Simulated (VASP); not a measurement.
Wanted: the native input for a VASP 6.6.1 run.

```
Task                   : single point
Functional             : PBEsol
Potentials or basis    : VASP PAW PBE potentials, release 64 (Lu)
Cutoff                 : 520 eV
k mesh                 : 10 × 10 × 10
Occupations            : fermi-dirac, width 0.05 eV
Spin                   : no spin polarisation
Dipole correction      : no
Further INCAR settings : ALGO = Normal; EDIFF = 1e-06; NBANDS = 32
```

The structure of Lu lies in POSCAR:

```
Lu
1.0
    0.0000000000      3.4309612971      3.4309612971
    3.4309612971      0.0000000000      3.4309612971
    3.4309612971      3.4309612971      0.0000000000
Lu
2
Direct
   -0.1250000000     -0.1250000000     -0.1250000000
    0.1250000000      0.1250000000      0.1250000000
```

This cell differs from its parent crystal: volume scaled by 0.88.

One way to write it, as run:

INCAR

```
SYSTEM = Lu
ALGO     = Normal         ! electronic algorithm
EDIFF    = 1E-6           ! SCF threshold, eV
ENCUT    = 520            ! plane-wave cutoff, eV
GGA      = PS             ! functional
ISIF     = 2              ! what is computed and relaxed
ISMEAR   = -1             ! smearing method
LASPH    = .True.         ! aspherical terms in the spheres
LCHARG   = .True.         ! write CHGCAR
LELF     = .True.         ! ELF
LREAL    = .False.        ! projectors in reciprocal space
LVHAR    = .True.       
LWAVE    = .False.        ! write WAVECAR
NBANDS   = 32             ! bands
NELM     = 60             ! most SCF steps
PREC     = Accurate       ! precision mode
SIGMA    = 0.05           ! smearing width, eV
```

KPOINTS

```
k-points
0
Gamma
  10 10 10
  0 0 0
```

Potentials or basis: VASP PAW PBE potentials, release 64 (Lu).

Run with:

```console
$ cat potpaw_PBE.64/Lu/POTCAR > POTCAR
$ mpirun -np 1 vasp_std > vasp.out
```

Results of the run:

| Quantity | Value |
| --- | --- |
| Pressure | 1.5 GPa |
| Band gap on the k mesh | zero (band 25 reaches 1.09 eV, above the bottom of band 26 at -0.39 eV) |

Caveat: the PAW data sets were made with another functional, which shifts forces and pressure a little; spin-orbit coupling is left out, which moves the levels of the heavy elements.

It took 81 s on 1 thread of Intel(R) Xeon(R) Platinum 8488C (Sapphire Rapids) (shared host), peak memory 0.26 GiB.
